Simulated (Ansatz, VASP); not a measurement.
# SrO in VASP and in Ansatz

```
Sr O
1.0
     0.00000    2.56980    2.54410
     2.56980    0.00000    2.54410
     2.56980    2.56980    0.00000
Sr O
1 1
Direct
  0.00000 0.00000 0.00000
  0.50000 0.50000 0.50000
```

Change from the starting cell: zz strain of -1 %, PAW files.

Alike in both runs: task electric field gradients; functional PBE; k mesh 8 × 8 × 8; occupations fermi-dirac, width 0.02 eV; no spin polarisation.

```csv
,VASP,Ansatz
version,VASP 6.6.1,Ansatz 0.2.0
potentials or method,"VASP PAW PBE potentials, release 64 (Sr_sv, O)","PAW with Ansatz's default frozen-core files, scalar-relativistic"
plane-wave cutoff (eV),520,420
valence electrons in the cell,16,16
```

Ansatz gave:

| Quantity | Value |
| --- | --- |
| gap on the k mesh at the Fermi level (eV) | 3.26 |
| pressure (GPa) | 3.9 |
| traceless stress, the component that is largest in VASP (GPa) | 0.98 |
| size of Vzz on the site where it differs most (V/Å²) | 3.4 |

Which values does VASP return?

gap on the k mesh at the Fermi level (eV): 3.21; pressure (GPa): 4.6; traceless stress, the component that is largest in VASP (GPa): 1.04; size of Vzz on the site where it differs most (V/Å²): 3.5.
